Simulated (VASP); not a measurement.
# Al (P6_3/mmc) in VASP: notebook

Al is run at these levels: PBEsol+D3(BJ); tasks: single point.

Program: VASP 6.6.1. These are calculated values, not measurements. Logs are shortened: lines on timing, memory, paths and dates and some standing lists are left out, and cuts for length are marked.

## 1. The cell of the first run

Symmetry: P6_3/mmc, No. 194, hexagonal system. The conventional cell has a = 2.707 Å, b = 2.707 Å, c = 4.745 Å, α = 90.00°, β = 90.00°, γ = 120.00°. Within 3.6 Å of Al (site symmetry -6m2) lie 12 Al at 2.71 to 2.84 Å.

This isn't the form of Al at room conditions, which is fcc.

## 2. Single point, PBEsol+D3(BJ) (biaxial strain in the a-b plane: -3.0 %, then relaxed in part)

Input file INCAR:

```
PREC = Accurate ; ENCUT = 520
EDIFF = 1E-6 ; ISMEAR = 0
SIGMA = 0.1 ; LREAL = F
LASPH = T ; NELM = 80
ALGO = Fast ; ISIF = 2
LWAVE = F ; LCHARG = F
GGA = PS ; IVDW = 12
NBANDS = 10
```

Input file KPOINTS:

```
regular mesh
0
Gamma
  24 24 12
```

Input file POSCAR:

```
Al
1.0
    2.7065514101      0.0000000000      0.0000000000
   -1.3532757050      2.3439422778      0.0000000000
    0.0000000000      0.0000000000      4.7452328703
Al
2
Direct
    0.6666666667      0.3333333333      0.7500000000
    0.3333333333      0.6666666667      0.2500000000
```

Potentials or basis: VASP PAW PBE potentials, release 64 (Al).

Command:

```bash
$ cat potpaw_PBE.64/Al/POTCAR > POTCAR
$ mpirun -np 1 vasp_std > vasp.out
```

OUTCAR:

```text
PREC = Accurate
   ENCUT = 520
   EDIFF = 1E-6
   ISMEAR = 0
   LREAL = F
   LASPH = T
   NELM = 80
   ISIF = 2
   GGA = PS
   IVDW = 12
 IVDW          = 12

 ion  position               nearest neighbor table
   1  0.667  0.333  0.750-   2 2.84   2 2.84   2 2.84   2 2.84   2 2.84   2 2.84
   2  0.333  0.667  0.250-   1 2.84   1 2.84   1 2.84   1 2.84   1 2.84   1 2.84

  LATTYP: Found a hexagonal cell.
 ALAT       =     2.7065514101
 C/A-ratio  =     1.7532395108

  Lattice vectors:

 A1 = (   2.7065514101,   0.0000000000,   0.0000000000)
 A2 = (  -1.3532757050,   2.3439422778,   0.0000000000)
 A3 = (   0.0000000000,   0.0000000000,   4.7452328703)

Analysis of symmetry for initial positions (statically):
=====================================================================
 Subroutine PRICEL returns:
 Original cell was already a primitive cell.

 Routine SETGRP: Setting up the symmetry group for a
 hexagonal supercell.

 Subroutine GETGRP returns: Found 24 space group operations
 (whereof 12 operations were pure point group operations)
 out of a pool of 24 trial point group operations.

The static configuration has the point symmetry D_3d.
 The point group associated with its full space group is D_6h.

Analysis of symmetry for dynamics (positions and initial velocities):
=====================================================================
 Subroutine PRICEL returns:
 Original cell was already a primitive cell.

 Routine SETGRP: Setting up the symmetry group for a
 hexagonal supercell.

 Subroutine GETGRP returns: Found 24 space group operations
 (whereof 12 operations were pure point group operations)
 out of a pool of 24 trial point group operations.

The dynamic configuration has the point symmetry D_3d.
 The point group associated with its full space group is D_6h.

 Subroutine INISYM returns: Found 24 space group operations
 (whereof 12 operations are pure point group operations),
 and found     1 'primitive' translations

----------------------------------------------------------------------------------------

                                     Primitive cell

  volume of cell :      30.1038

  direct lattice vectors                    reciprocal lattice vectors
     2.706551410  0.000000000  0.000000000     0.369473861  0.213315833  0.000000000
    -1.353275705  2.343942278  0.000000000     0.000000000  0.426631666  0.000000000
     0.000000000  0.000000000  4.745232870     0.000000000  0.000000000  0.210737814

  length of vectors
[... 91 lines left out ...]
   TEBEG  =    0.0;   TEEND  =   0.0 temperature during run
   PSTRESS=    0.0 pullay stress
   NELECT =       6.0000    total number of electrons
   NUPDOWN=      -1.0000    fix difference up-down
   EMIN   =  10.00;   EMAX   =-10.00  energy-range for DOS
   EFERMI =   0.00;   METHOD = LEGACY
   ISMEAR =     0;   SIGMA  =   0.10  broadening in eV -4-tet -1-fermi 0-gaus
   EFERMI_NEDOS =   21; number of points for ismear=-14 and -15
   IALGO  =     68    algorithm
   IMIX   =      4    mixing-type and parameters
     AMIX     =   0.40;   BMIX     =  1.00
     AMIX_MAG =   1.60;   BMIX_MAG =  1.00
  volume/ion in A,a.u.               =      15.05       101.58
  Fermi-wavevector in a.u.,A,eV,Ry     =   0.956280  1.807107 12.442135  0.914471
  Thomas-Fermi vector in A             =   2.085194
   LORBIT       =      0    0 simple, 1 ext, 2 COOP (PROOUT), +10 PAW based schemes
   GGA     = PS    functional components
   LHFCALC =     F    Hartree Fock is set to
   AEXX    =    0.0000 exact exchange contribution
   IVDW    =    12    specifies the selected vdW correction
   LEPSILON=     F    determine dielectric tensor
   LRPA    =     F    only Hartree local field effects (RPA)
 non-spin polarized calculation
 RMM-DIIS sequential band-by-band and
 Gauss-broadening in eV      SIGMA  =   0.10
  energy-cutoff  :      520.00
  volume of cell :       30.10
 maximum number of plane-waves:       831
 NGX is ok and might be reduce to    20
   NGX =  9   NGY =  9   NGZ = 17

 number of electron       6.0000000 magnetization

 Free energy of the ion-electron system (eV)
  ---------------------------------------------------
  ext. energy  EPLUGINS =         0.00000000
  ---------------------------------------------------
  free energy    TOTEN  =        -8.03771158 eV

  energy without entropy =       -8.03375700  energy(sigma->0) =       -8.03573429

 E-fermi :   8.9211     XC(G=0): -10.5951

 val. band max:        8.9195752837   @ k =   0.1250   0.0417   0.3333
 cond. band min:       8.9218268167   @ k =   0.2917   0.1250   0.3333
 fundamental gap:      0.0022515329
 Fermi energy:         8.9210783061

 k-point     1 :       0.0000    0.0000    0.0000
  band No.  band energies     occupation
      1      -2.8453      2.00000
      2       3.5443      2.00000
      3       3.5945      2.00000
      4      20.2843      0.00000
      5      21.3608      0.00000
      6      21.3608      0.00000
      7      21.4974      0.00000
      8      21.4974      0.00000
      9      21.9916      0.00000
     10      24.9096      0.00000
[... 287 lines left out ...]
 k-point    24 :       0.4583    0.0417    0.0000
  band No.  band energies     occupation
      1       3.2052      2.00000
      2       4.2519      2.00000
      3       9.2914      0.00000
      4       9.4190      0.00000
      5      10.5412      0.00000
      6      10.6840      0.00000
      7      15.1346      0.00000
      8      18.4343      0.00000
      9      20.6062      0.00000
     10      20.7197      0.00000

 [... further k-points ...]

------------------------ aborting loop because EDIFF is reached ----------------------------------------

 Edisp (eV)   -0.69696

 E8    (eV) :    -0.4693

  FORCE on cell =-STRESS in cart. coord.  units (eV):
  Direction    XX          YY          ZZ          XY          YZ          ZX
  --------------------------------------------------------------------------------------
  -------------------------------------------------------------------------------------
  Total       1.28198     1.28198     0.01310     0.00000     0.00000     0.00000
  in kB      68.22939    68.22939     0.69699     0.00000     0.00000     0.00000
  external pressure =       45.72 kB  Pullay stress =        0.00 kB

 VOLUME and BASIS-vectors are now :
 -----------------------------------------------------------------------------
  energy-cutoff  :      520.00
  volume of cell :       30.10
      direct lattice vectors                 reciprocal lattice vectors
     2.706551410  0.000000000  0.000000000     0.369473861  0.213315833  0.000000000
    -1.353275705  2.343942278  0.000000000     0.000000000  0.426631666  0.000000000
     0.000000000  0.000000000  4.745232870     0.000000000  0.000000000  0.210737814

 POSITION                                       TOTAL-FORCE (eV/Angst)
 -----------------------------------------------------------------------------------
      1.35328      0.78131      3.55892        -0.000000      0.000000      0.000000
     -0.00000      1.56263      1.18631         0.000000     -0.000000      0.000000
 -----------------------------------------------------------------------------------
    total drift:                                0.000000     -0.000000      0.000000

  FREE ENERGIE OF THE ION-ELECTRON SYSTEM (eV)
  ---------------------------------------------------
  free  energy   TOTEN  =        -8.7346681806 eV

  energy  without entropy=       -8.7307136000  energy(sigma->0) =       -8.73269089
```

OSZICAR:

```text
N       E                     dE             d eps       ncg     rms          rms(c)
DAV:   1    -0.442675914390E+00   -0.44268E+00   -0.23942E+03  8548   0.480E+02
DAV:   2    -0.794525789994E+01   -0.75026E+01   -0.72413E+01 11292   0.562E+01
DAV:   3    -0.810110363831E+01   -0.15585E+00   -0.15398E+00 11146   0.648E+00
DAV:   4    -0.810173595421E+01   -0.63232E-03   -0.63226E-03 10148   0.472E-01
DAV:   5    -0.810174106110E+01   -0.51069E-05   -0.51072E-05 10276   0.436E-02    0.222E+00
RMM:   6    -0.806323329170E+01    0.38508E-01   -0.29430E-03  8640   0.284E-01    0.128E+00
RMM:   7    -0.803779775328E+01    0.25436E-01   -0.81067E-03  8918   0.466E-01    0.171E-01
RMM:   8    -0.803770562255E+01    0.92131E-04   -0.58905E-04  9400   0.154E-01    0.266E-02
RMM:   9    -0.803771386156E+01   -0.82390E-05   -0.86237E-05  9902   0.683E-02    0.269E-02
RMM:  10    -0.803771468160E+01   -0.82004E-06   -0.13293E-05  9996   0.234E-02    0.176E-02
RMM:  11    -0.803771045872E+01    0.42229E-05   -0.23142E-06  9541   0.101E-02    0.478E-02
RMM:  12    -0.803771184157E+01   -0.13829E-05   -0.66579E-07  6887   0.582E-03    0.162E-02
RMM:  13    -0.803771158103E+01    0.26055E-06   -0.20107E-07  5118   0.325E-03
   1 F= -.87346682E+01 E0= -.87326909E+01  d E =-.395458E-02
```

stdout:

```text
POSCAR found type information on POSCAR Al
 POSCAR found :  1 types and       2 ions
 scaLAPACK will be used
 -----------------------------------------------------------------------------
|                                                                             |
|                                                                             |
|     You enforced a specific xc type in the INCAR file but a different       |
|     I HOPE YOU KNOW WHAT YOU ARE DOING!                                     |
|                                                                             |
 -----------------------------------------------------------------------------

 LDA part: xc-table for (Slater+PW92), standard interpolation
 POSCAR, INCAR and KPOINTS ok, starting setup
 FFT: planning ... GRIDC
 FFT: planning ... GRID_SOFT
 FFT: planning ... GRID
 WAVECAR not read
 entering main loop
```

Wall time 41 s (1 thread of Intel Xeon 6975P-C (Granite Rapids), shared host); peak memory 0.22 GiB.

What came out:

- Free energy: -8.7347 eV
- Pressure: 4.6 GPa
- Band gap on the k mesh: zero (bands 3 and 4 overlap by 6.90 eV)
- Dispersion energy per atom: -0.348 eV

Stress tensor (GPa, compression positive):
```
6.82 0.00 0.00
0.00 6.82 0.00
0.00 0.00 0.07
```

Caveat: the cell differs from its parent crystal (biaxial strain in the a-b plane: -3.0 %, then relaxed in part); the stress differs along the axes, from 0 to 7 GPa; the PAW data sets were made with another functional, which shifts forces and pressure a little.

## 3. Single point, PBEsol+D3(BJ) (biaxial strain in the a-b plane: -3.0 %)

Input file INCAR:

```
SYSTEM = Al
ALGO = Normal
EDIFF = 1E-6
ENCUT = 520
GGA = PS
ISIF = 2
ISMEAR = 0
IVDW = 12
LASPH = .TRUE.
LCHARG = .FALSE.
LREAL = .FALSE.
LWAVE = .FALSE.
NBANDS = 10
NELM = 60
PREC = Accurate
SIGMA = 0.1
```

Input file KPOINTS:

```
k-points
0
G
  24 24 12
  0 0 0
```

Edit POSCAR of step 2 so:

```diff
@@ -4,3 +4,3 @@
    -1.3532757050      2.3439422778      0.0000000000
-    0.0000000000      0.0000000000      4.7452328703
+    0.0000000000      0.0000000000      4.7315801943
 Al
```

Potentials or basis: VASP PAW PBE potentials, release 64 (Al).

Command:

```bash
$ cat potpaw_PBE.64/Al/POTCAR > POTCAR
$ mpirun -np 1 vasp_std > vasp.out
```

Run time: 33 s. Hardware: 1 thread of Intel Xeon 6975P-C (Granite Rapids), shared host; peak memory 0.22 GiB.

The run converged. Its results:

```yaml
Free_energy: -8.7345 eV
Pressure: 4.8 GPa
Band_gap_on_the_k_mesh: zero (bands 3 and 4 overlap by 6.94 eV)
Dispersion_energy_per_atom: -0.350 eV
```

Stress tensor (GPa, compression positive):
```
7.01 0.00 0.00
0.00 7.01 0.00
0.00 0.00 0.46
```

Levels at points of the mesh, in eV from the Fermi level:
```csv
k point,band 1,band 2,band 3,band 4,band 5,band 6,band 7,band 8
"(0.00, 0.00, 0.00)",-11.79,-5.35,-5.33,11.43,12.42,12.42,12.55,12.55
"(0.50, 0.00, 0.00)",-5.28,-5.23,0.61,0.71,1.29,1.56,6.96,8.63
"(0.00, 0.00, 0.50)",-10.15,-10.15,2.36,2.36,13.24,13.24,13.24,13.24
"(0.50, 0.00, 0.50)",-4.11,-4.11,-3.15,-3.15,7.58,7.58,8.34,8.34
```

Caveat: the cell differs from its parent crystal (biaxial strain in the a-b plane: -3.0 %); the stress differs along the axes, from 0 to 7 GPa; the PAW data sets were made with another functional, which shifts forces and pressure a little.

## 4. Single point, PBEsol+D3(BJ) (biaxial strain in the a-b plane: -2.0 %, then relaxed in part)

Input file INCAR:

```
PREC = Accurate ; ENCUT = 520
EDIFF = 1E-7 ; ISMEAR = 0
SIGMA = 0.1 ; LREAL = False
LASPH = True ; NELM = 100
ALGO = Normal ; ISIF = 2
LWAVE = False ; LCHARG = False
GGA = PS ; IVDW = 12
NBANDS = 10
```

Input file KPOINTS:

```
Automatic mesh
0
Gamma
  24 24 12
```

Input file POSCAR:

```
Al
1.0
    2.7344540019      0.0000000000      0.0000000000
   -1.3672270010      2.3681066311      0.0000000000
    0.0000000000      0.0000000000      4.6968780923
Al
2
Direct
    0.6666666667      0.3333333333      0.7500000000
    0.3333333333      0.6666666667      0.2500000000
```

Potentials or basis: VASP PAW PBE potentials, release 64 (Al).

Command:

```bash
$ cat potpaw_PBE.64/Al/POTCAR > POTCAR
$ mpirun -np 1 vasp_std > vasp.out
```

OUTCAR:

```text
PREC = Accurate
   ENCUT = 520
   EDIFF = 1E-7
   ISMEAR = 0
   LREAL = False
   LASPH = True
   NELM = 100
   ISIF = 2
   GGA = PS
   IVDW = 12
 IVDW          = 12

 ion  position               nearest neighbor table
   1  0.667  0.333  0.750-   2 2.83   2 2.83   2 2.83   2 2.83   2 2.83   2 2.83
   2  0.333  0.667  0.250-   1 2.83   1 2.83   1 2.83   1 2.83   1 2.83   1 2.83

  LATTYP: Found a hexagonal cell.
 ALAT       =     2.7344540019
 C/A-ratio  =     1.7176657896

  Lattice vectors:

 A1 = (   2.7344540019,   0.0000000000,   0.0000000000)
 A2 = (  -1.3672270010,   2.3681066311,   0.0000000000)
 A3 = (   0.0000000000,   0.0000000000,   4.6968780923)

Analysis of symmetry for initial positions (statically):
=====================================================================
 Subroutine PRICEL returns:
 Original cell was already a primitive cell.

 Routine SETGRP: Setting up the symmetry group for a
 hexagonal supercell.

 Subroutine GETGRP returns: Found 24 space group operations
 (whereof 12 operations were pure point group operations)
 out of a pool of 24 trial point group operations.

The static configuration has the point symmetry D_3d.
 The point group associated with its full space group is D_6h.

Analysis of symmetry for dynamics (positions and initial velocities):
=====================================================================
 Subroutine PRICEL returns:
 Original cell was already a primitive cell.

 Routine SETGRP: Setting up the symmetry group for a
 hexagonal supercell.

 Subroutine GETGRP returns: Found 24 space group operations
 (whereof 12 operations were pure point group operations)
 out of a pool of 24 trial point group operations.

The dynamic configuration has the point symmetry D_3d.
 The point group associated with its full space group is D_6h.

 Subroutine INISYM returns: Found 24 space group operations
 (whereof 12 operations are pure point group operations),
 and found     1 'primitive' translations

[... 121 lines left out ...]
   AEXX    =    0.0000 exact exchange contribution
   IVDW    =    12    specifies the selected vdW correction
   LEPSILON=     F    determine dielectric tensor
   LRPA    =     F    only Hartree local field effects (RPA)
 non-spin polarized calculation
 Gauss-broadening in eV      SIGMA  =   0.10
  energy-cutoff  :      520.00
  volume of cell :       30.41
 maximum number of plane-waves:       837
   NGX = 11   NGY = 11   NGZ = 17

 number of electron       6.0000000 magnetization

 Free energy of the ion-electron system (eV)
  ---------------------------------------------------
  ext. energy  EPLUGINS =         0.00000000
  ---------------------------------------------------
  free energy    TOTEN  =        -8.06680516 eV

  energy without entropy =       -8.06281580  energy(sigma->0) =       -8.06481048

 E-fermi :   8.8084     XC(G=0): -10.5580

 val. band max:        8.8059676904   @ k =   0.4167   0.0417   0.2500
 cond. band min:       8.8137277089   @ k =   0.2083   0.2083   0.1667
 fundamental gap:      0.0077600184
 Fermi energy:         8.8084009023

 k-point     1 :       0.0000    0.0000    0.0000
  band No.  band energies     occupation
      1      -2.8835      2.00000
      2       3.6284      2.00000
      3       3.7000      2.00000
      4      20.5226      0.00000
      5      20.9132      0.00000
      6      20.9132      0.00000
      7      20.9378      0.00000
      8      20.9378      0.00000
      9      22.4634      0.00000
     10      24.3904      0.00000
[... 287 lines left out ...]
 k-point    24 :       0.4583    0.0417    0.0000
  band No.  band energies     occupation
      1       3.0530      2.00000
      2       4.0821      2.00000
      3       9.1892      0.00000
      4       9.4620      0.00000
      5      10.4431      0.00000
      6      10.6777      0.00000
      7      14.7301      0.00000
      8      18.0145      0.00000
      9      20.3881      0.00000
     10      20.4171      0.00000

 [... further k-points ...]

------------------------ aborting loop because EDIFF is reached ----------------------------------------

 Edisp (eV)   -0.68981

 E8    (eV) :    -0.4646

  FORCE on cell =-STRESS in cart. coord.  units (eV):
  Direction    XX          YY          ZZ          XY          YZ          ZX
  --------------------------------------------------------------------------------------
  -------------------------------------------------------------------------------------
  Total       0.90172     0.90172     0.01318    -0.00000    -0.00000     0.00000
  in kB      47.50078    47.50078     0.69424    -0.00000    -0.00000     0.00000
  external pressure =       31.90 kB  Pullay stress =        0.00 kB

 VOLUME and BASIS-vectors are now :
 -----------------------------------------------------------------------------
  energy-cutoff  :      520.00
  volume of cell :       30.41
      direct lattice vectors                 reciprocal lattice vectors
     2.734454002  0.000000000  0.000000000     0.365703720  0.211139141  0.000000000
    -1.367227001  2.368106631  0.000000000     0.000000000  0.422278282  0.000000000
     0.000000000  0.000000000  4.696878092     0.000000000  0.000000000  0.212907378

 POSITION                                       TOTAL-FORCE (eV/Angst)
 -----------------------------------------------------------------------------------
      1.36723      0.78937      3.52266        -0.000000     -0.000000      0.000000
     -0.00000      1.57874      1.17422         0.000000      0.000000      0.000000
 -----------------------------------------------------------------------------------
    total drift:                                0.000000     -0.000000     -0.000000

  FREE ENERGIE OF THE ION-ELECTRON SYSTEM (eV)
  ---------------------------------------------------
  free  energy   TOTEN  =        -8.7566142396 eV

  energy  without entropy=       -8.7526248766  energy(sigma->0) =       -8.75461956
```

OSZICAR:

```text
N       E                     dE             d eps       ncg     rms          rms(c)
DAV:   1    -0.484131491391E+00   -0.48413E+00   -0.23837E+03  8540   0.479E+02
DAV:   2    -0.796849187007E+01   -0.74844E+01   -0.71594E+01 11434   0.556E+01
DAV:   3    -0.812919997619E+01   -0.16071E+00   -0.15954E+00 11074   0.659E+00
DAV:   4    -0.812987465685E+01   -0.67468E-03   -0.67461E-03 10168   0.481E-01
DAV:   5    -0.812987987756E+01   -0.52207E-05   -0.52204E-05 10282   0.437E-02    0.218E+00
DAV:   6    -0.809201857689E+01    0.37861E-01   -0.38475E-03  9498   0.295E-01    0.123E+00
DAV:   7    -0.806700549151E+01    0.25013E-01   -0.96436E-03  9016   0.450E-01    0.215E-01
DAV:   8    -0.806680720793E+01    0.19828E-03   -0.15753E-04 12048   0.697E-02    0.421E-02
DAV:   9    -0.806680561414E+01    0.15938E-05   -0.12123E-06 10136   0.644E-03    0.251E-03
DAV:  10    -0.806680519480E+01    0.41934E-06   -0.48364E-08  7558   0.108E-03    0.194E-03
DAV:  11    -0.806680516265E+01    0.32154E-07   -0.29356E-09  5134   0.366E-04
   1 F= -.87566142E+01 E0= -.87546196E+01  d E =-.398936E-02
```

It took 34 s on 1 thread of Intel Xeon 6975P-C (Granite Rapids), shared host; peak memory 0.22 GiB.

What came out:

```yaml
Free_energy: -8.7566 eV
Pressure: 3.2 GPa
Band_gap_on_the_k_mesh: zero (bands 3 and 4 overlap by 7.09 eV)
Dispersion_energy_per_atom: -0.345 eV
```

Caveat: the cell differs from its parent crystal (biaxial strain in the a-b plane: -2.0 %, then relaxed in part); the cell stands under pressure; the PAW data sets were made with another functional, which shifts forces and pressure a little.

(Continued in part 2 of 2.)
